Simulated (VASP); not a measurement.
# Ge (Imma) in VASP: single point with PBE

Aim: the single point of Ge with PBE.

Program: VASP 6.6.1. These are calculated values, not measurements. Logs are shortened: lines on timing, memory, paths and dates and some standing lists are left out, and cuts for length are marked.

## Step 1: The cell of the first run

Symmetry: Imma, No. 74, orthorhombic system. Conventional cell: a = 4.074 Å, b = 4.074 Å, c = 5.761 Å, α = 90.00°, β = 90.00°, γ = 90.00°. Ge (site symmetry mm2) has 4 Ge at 2.38 to 2.62 Å within 3.2 Å.

## Step 2: Single point, PBE (atoms displaced along a vibrational mode)

Contents of INCAR:

```
PREC = Accurate
ENCUT = 520
EDIFF = 1E-7
ISMEAR = 0
SIGMA = 0.15
LREAL = F
LASPH = T
NELM = 100
ALGO = Normal
ISIF = 2
LWAVE = F
LCHARG = T
GGA = PE
LELF = T
LVHAR = T
NBANDS = 21
```

Contents of KPOINTS:

```
Automatic mesh
0
Gamma
  18 18 18
```

Contents of POSCAR:

```
Ge
1.0
    0.0000000000      2.8805347709      2.8805347709
    2.8805347709      0.0000000000      2.8805347709
    2.8805347709      2.8805347709      0.0000000000
Ge
2
Direct
    0.5173578880      0.4826421120      0.4826421120
    0.7326421120      0.7673578880      0.7673578880
```

Potentials or basis: VASP PAW PBE potentials, release 64 (Ge_d).

Run with:

```
$ cat potpaw_PBE.64/Ge_d/POTCAR > POTCAR
$ mpirun -np 1 vasp_std > vasp.out
```

OUTCAR:

```text
PREC = Accurate
   ENCUT = 520
   EDIFF = 1E-7
   ISMEAR = 0
   LREAL = F
   LASPH = T
   NELM = 100
   ISIF = 2
   GGA = PE

 ion  position               nearest neighbor table
   1  0.517  0.483  0.483-   2 2.38   2 2.38   2 2.62   2 2.62
   2  0.733  0.767  0.767-   1 2.38   1 2.38   1 2.62   1 2.62

  LATTYP: Found a face centered cubic cell.
 ALAT       =     5.7610695418

  Lattice vectors:

 A1 = (   0.0000000000,   2.8805347709,   2.8805347709)
 A2 = (   2.8805347709,   0.0000000000,   2.8805347709)
 A3 = (   2.8805347709,   2.8805347709,   0.0000000000)

Analysis of symmetry for initial positions (statically):
=====================================================================
 Subroutine PRICEL returns:
 Original cell was already a primitive cell.

 Routine SETGRP: Setting up the symmetry group for a
 face centered cubic supercell.

 Subroutine GETGRP returns: Found  8 space group operations
 (whereof  4 operations were pure point group operations)
 out of a pool of 48 trial point group operations.

The static configuration has the point symmetry C_2v.
 The point group associated with its full space group is D_2h.

Analysis of symmetry for dynamics (positions and initial velocities):
=====================================================================
 Subroutine PRICEL returns:
 Original cell was already a primitive cell.

 Routine SETGRP: Setting up the symmetry group for a
 face centered cubic supercell.

 Subroutine GETGRP returns: Found  8 space group operations
 (whereof  4 operations were pure point group operations)
 out of a pool of 48 trial point group operations.

The dynamic configuration has the point symmetry C_2v.
 The point group associated with its full space group is D_2h.

 Subroutine INISYM returns: Found  8 space group operations
 (whereof  4 operations are pure point group operations),
 and found     1 'primitive' translations

----------------------------------------------------------------------------------------

                                     Primitive cell

  volume of cell :      47.8024

  direct lattice vectors                    reciprocal lattice vectors
     0.000000000  2.880534771  2.880534771    -0.173578880  0.173578880  0.173578880
     2.880534771  0.000000000  2.880534771     0.173578880 -0.173578880  0.173578880
     2.880534771  2.880534771  0.000000000     0.173578880  0.173578880 -0.173578880

  length of vectors
     4.073691340  4.073691340  4.073691340     0.300647440  0.300647440  0.300647440

  position of ions in fractional coordinates (direct lattice)
     0.517357888  0.482642112  0.482642112
     0.732642112  0.767357888  0.767357888

  ion indices of the primitive-cell ions
   primitive index   ion index
                 1           1
                 2           2

----------------------------------------------------------------------------------------

 KPOINTS: Automatic mesh

Automatic generation of k-mesh.
 Grid dimensions read from file:
 generate k-points for:   18   18   18

 Generating k-lattice:

  Cartesian coordinates                     Fractional coordinates (reciprocal lattice)
    -0.009643271  0.009643271  0.009643271     0.055555556  0.000000000  0.000000000
     0.009643271 -0.009643271  0.009643271     0.000000000  0.055555556  0.000000000
     0.009643271  0.009643271 -0.009643271     0.000000000  0.000000000  0.055555556

  Length of vectors
     0.016702636  0.016702636  0.016702636

  Shift w.r.t. Gamma in fractional coordinates (k-lattice)
     0.000000000  0.000000000  0.000000000

 Subroutine IBZKPT returns following result:
 ===========================================

 Found    865 irreducible k-points:

 Following reciprocal coordinates:
            Coordinates               Weight
  0.000000  0.000000  0.000000      1.000000
  0.055556  0.000000  0.000000      4.000000
  0.000000  0.055556  0.000000      4.000000
  0.111111  0.000000  0.000000      4.000000
  0.000000  0.111111  0.000000      4.000000
  0.166667  0.000000  0.000000      4.000000
[... 16 lines left out ...]
  0.000000  0.111111  0.055556      4.000000
  0.055556  0.000000  0.111111      8.000000
 [... further k-points ...]
   k-points           NKPTS =    865   k-points in BZ     NKDIM =    865   number of bands    NBANDS=     21
   number of dos      NEDOS =    301   number of ions     NIONS =      2
   total plane-waves  NPLWV =  27000
   dimension x,y,z NGX =    30 NGY =   30 NGZ =   30
   dimension x,y,z NGXF=    60 NGYF=   60 NGZF=   60
   ions per type =               2
   NGX,Y,Z   is equivalent  to a cutoff of  12.24, 12.24, 12.24 a.u.
   NGXF,Y,Z  is equivalent  to a cutoff of  24.49, 24.49, 24.49 a.u.
 SYSTEM =  unknown system
   PREC   = accura    normal or accurate (medium, high low for compatibility)
   ISTART =      0    job   : 0-new  1-cont  2-samecut
   ICHARG =      2    charge: 1-file 2-atom 10-const
   ISPIN  =      1    spin polarized calculation?
   LNONCOLLINEAR =      F non collinear calculations
   LSORBIT =      F    spin-orbit coupling
   LASPH  =      T    aspherical Exc in radial PAW
   ENCUT  =  520.0 eV  38.22 Ry    6.18 a.u.   7.57  7.57  7.57*2*pi/ulx,y,z
   NELM   =    100;   NELMIN=  2; NELMDL= -5     # of ELM steps
   EDIFF  = 0.1E-06   stopping-criterion for ELM
   LREAL  =      F    real-space projection
   EDIFFG = 0.1E-05   stopping-criterion for IOM
   NSW    =      0    number of steps for IOM
   IBRION =     -1    ionic relax: 0-MD 1-quasi-New 2-CG
   NFREE  =      0    steps in history (QN), initial steepest desc. (CG)
   ISIF   =      2    stress and relaxation
   ISYM   =      2    0-nonsym 1-usesym 2-fastsym
   POTIM  = 0.5000    time-step for ionic-motion
   TEBEG  =    0.0;   TEEND  =   0.0 temperature during run
   PSTRESS=    0.0 pullay stress
   NELECT =      28.0000    total number of electrons
   NUPDOWN=      -1.0000    fix difference up-down
   EMIN   =  10.00;   EMAX   =-10.00  energy-range for DOS
   EFERMI =   0.00;   METHOD = LEGACY
   ISMEAR =     0;   SIGMA  =   0.15  broadening in eV -4-tet -1-fermi 0-gaus
   EFERMI_NEDOS =   21; number of points for ismear=-14 and -15
   IALGO  =     38    algorithm
   IMIX   =      4    mixing-type and parameters
     AMIX     =   0.40;   BMIX     =  1.00
     AMIX_MAG =   1.60;   BMIX_MAG =  1.00
  volume/ion in A,a.u.               =      23.90       161.29
  Fermi-wavevector in a.u.,A,eV,Ry     =   1.369760  2.588471 25.527818  1.876242
  Thomas-Fermi vector in A             =   2.495606
   LORBIT       =      0    0 simple, 1 ext, 2 COOP (PROOUT), +10 PAW based schemes
   GGA     = PE    functional components
   LHFCALC =     F    Hartree Fock is set to
   AEXX    =    0.0000 exact exchange contribution
   IVDW    =     0    specifies the selected vdW correction
   LEPSILON=     F    determine dielectric tensor
   LRPA    =     F    only Hartree local field effects (RPA)
 non-spin polarized calculation
 Gauss-broadening in eV      SIGMA  =   0.15
  energy-cutoff  :      520.00
  volume of cell :       47.80
 maximum number of plane-waves:      1307
   NGX = 15   NGY = 15   NGZ = 15

 number of electron      27.9999979 magnetization

 Free energy of the ion-electron system (eV)
  ---------------------------------------------------
  ext. energy  EPLUGINS =         0.00000000
  ---------------------------------------------------
  free energy    TOTEN  =        -8.83967172 eV

  energy without entropy =       -8.83775882  energy(sigma->0) =       -8.83871527

 E-fermi :   4.6715     XC(G=0):  -9.6779

 val. band max:        4.6650642734   @ k =   0.0556   0.0000   0.0000
 cond. band min:       4.6718215692   @ k =  -0.3889   0.0556   0.0000
 fundamental gap:      0.0067572958
 Fermi energy:         4.6714858270

 k-point     1 :       0.0000    0.0000    0.0000
  band No.  band energies     occupation
      1     -20.3432      2.00000
      2     -20.3332      2.00000
      3     -20.2886      2.00000
      4     -20.2769      2.00000
      5     -20.2741      2.00000
      6     -20.1213      2.00000
[... 13 lines left out ...]
     20      13.7914      0.00000
     21      13.8842      0.00000

 k-point     2 :       0.0556    0.0000    0.0000
  band No.  band energies     occupation
      1     -20.3440      2.00000
      2     -20.3333      2.00000
      3     -20.2875      2.00000
      4     -20.2758      2.00000
      5     -20.2736      2.00000
      6     -20.1219      2.00000
[... 13 lines left out ...]
     20      13.5500      0.00000
     21      13.5915      0.00000

 k-point     3 :       0.0000    0.0556    0.0000
  band No.  band energies     occupation
      1     -20.3458      2.00000
      2     -20.3345      2.00000
      3     -20.2921      2.00000
      4     -20.2736      2.00000
      5     -20.2697      2.00000
      6     -20.1227      2.00000
[... 13 lines left out ...]
     20      13.4090      0.00000
     21      13.5698      0.00000

 k-point     4 :       0.1111    0.0000    0.0000
  band No.  band energies     occupation
      1     -20.3460      2.00000
      2     -20.3335      2.00000
      3     -20.2846      2.00000
      4     -20.2731      2.00000
      5     -20.2716      2.00000
      6     -20.1236      2.00000
[... 13 lines left out ...]
     20      13.1352      0.00000
     21      13.2153      0.00000

 k-point     5 :       0.0000    0.1111    0.0000
  band No.  band energies     occupation
      1     -20.3525      2.00000
      2     -20.3377      2.00000
      3     -20.2978      2.00000
      4     -20.2657      2.00000
      5     -20.2614      2.00000
      6     -20.1262      2.00000
[... 13 lines left out ...]
     20      12.9305      0.00000
     21      13.0822      0.00000
[... 382 lines left out ...]
     20      13.1538      0.00000
     21      13.8420      0.00000

 k-point    22 :       0.1111    0.0556    0.0000
  band No.  band energies     occupation
      1     -20.3478      2.00000
      2     -20.3346      2.00000
      3     -20.2895      2.00000
      4     -20.2717      2.00000
      5     -20.2663      2.00000
      6     -20.1271      2.00000
[... 13 lines left out ...]
     20      12.6212      0.00000
     21      13.7693      0.00000

 k-point    23 :       0.0000    0.1111    0.0556
  band No.  band energies     occupation
      1     -20.3479      2.00000
      2     -20.3343      2.00000
      3     -20.2903      2.00000
      4     -20.2713      2.00000
      5     -20.2689      2.00000
      6     -20.1195      2.00000
[... 13 lines left out ...]
     20      12.6755      0.00000
     21      13.5531      0.00000

 k-point    24 :       0.0556    0.0000    0.1111
  band No.  band energies     occupation
      1     -20.3519      2.00000
      2     -20.3384      2.00000
      3     -20.2979      2.00000
      4     -20.2668      2.00000
      5     -20.2596      2.00000
      6     -20.1291      2.00000
[... 13 lines left out ...]
     20      12.5238      0.00000
     21      13.6151      0.00000

 [... further k-points ...]

------------------------ aborting loop because EDIFF is reached ----------------------------------------

  FORCE on cell =-STRESS in cart. coord.  units (eV):
  Direction    XX          YY          ZZ          XY          YZ          ZX
  --------------------------------------------------------------------------------------
  -------------------------------------------------------------------------------------
  Total        0.0247309      0.4516968      0.4516968      0.0000000     -1.5358022      0.0000000
  in kB        0.8288983     15.1393859     15.1393859      0.0000000    -51.4750173      0.0000000
  external PRESSURE =      10.3692233 kB  Pullay stress =       0.0000000 kB

 VOLUME and BASIS-vectors are now :
 -----------------------------------------------------------------------------
  energy-cutoff  :      520.00
  volume of cell :       47.80
      direct lattice vectors                 reciprocal lattice vectors
     0.000000000  2.880534771  2.880534771    -0.173578880  0.173578880  0.173578880
     2.880534771  0.000000000  2.880534771     0.173578880 -0.173578880  0.173578880
     2.880534771  2.880534771  0.000000000     0.173578880  0.173578880 -0.173578880

 POSITION                                       TOTAL-FORCE (eV/Angst)
 -----------------------------------------------------------------------------------
      2.78053      2.88053      2.88053         1.934813     -0.000000     -0.000000
      4.42080      4.32080      4.32080        -1.934813      0.000000      0.000000
 -----------------------------------------------------------------------------------
    total drift:                               -0.000000      0.000000      0.000000

  FREE ENERGIE OF THE ION-ELECTRON SYSTEM (eV)
  ---------------------------------------------------
  free  energy   TOTEN  =        -8.8396717184 eV

  energy  without entropy=       -8.8377588155  energy(sigma->0) =       -8.83871527
```

Wall time 11 min (1 thread of Intel Xeon Platinum 8259CL at 2.50GHz (Skylake/Cascade Lake), shared host); peak memory 0.71 GiB.

Results:

```yaml
Free_energy: -8.8397 eV
Pressure: 1.0 GPa
Largest_force: 1.935 eV/Å
Band_gap_on_the_k_mesh: zero (bands 14 and 15 overlap by 0.98 eV)
```

Forces on the atoms (eV/Å):
```
Ge   1.935  0.000  0.000
Ge  -1.935  0.000  0.000
```

Stress tensor (GPa, compression positive):
```
 0.08  0.00  0.00
 0.00  1.51 -5.15
 0.00 -5.15  1.51
```

Levels at points of the mesh, in eV from the Fermi level:
| k point | band 10 | band 11 | band 12 | band 13 | band 14 | band 15 | band 16 | band 17 | band 18 | band 19 |
| --- | --- | --- | --- | --- | --- | --- | --- | --- | --- | --- |
| (0.00, 0.00, 0.00) | -24.75 | -12.61 | -1.09 | -0.65 | -0.09 | 0.70 | 1.65 | 2.22 | 3.04 | 6.04 |
| (0.50, 0.00, 0.00) | -24.73 | -10.90 | -7.00 | -2.10 | -1.03 | -0.50 | 2.69 | 4.05 | 6.69 | 9.74 |
| (0.00, 0.50, 0.00) | -24.69 | -10.42 | -8.14 | -1.85 | -1.02 | 0.11 | 2.98 | 4.34 | 7.02 | 9.47 |
| (0.50, 0.50, 0.00) | -24.69 | -8.97 | -8.97 | -3.02 | -3.02 | 0.56 | 0.56 | 8.95 | 8.95 | 10.67 |
| (0.00, 0.50, 0.50) | -24.71 | -9.56 | -8.18 | -3.42 | -2.85 | 0.03 | 1.16 | 8.47 | 9.35 | 10.12 |

Caveat: the cell differs from its parent crystal (atoms displaced along a vibrational mode); forces of over 1 eV/Å act on the atoms, so gaps and moduli don't describe the material at rest.
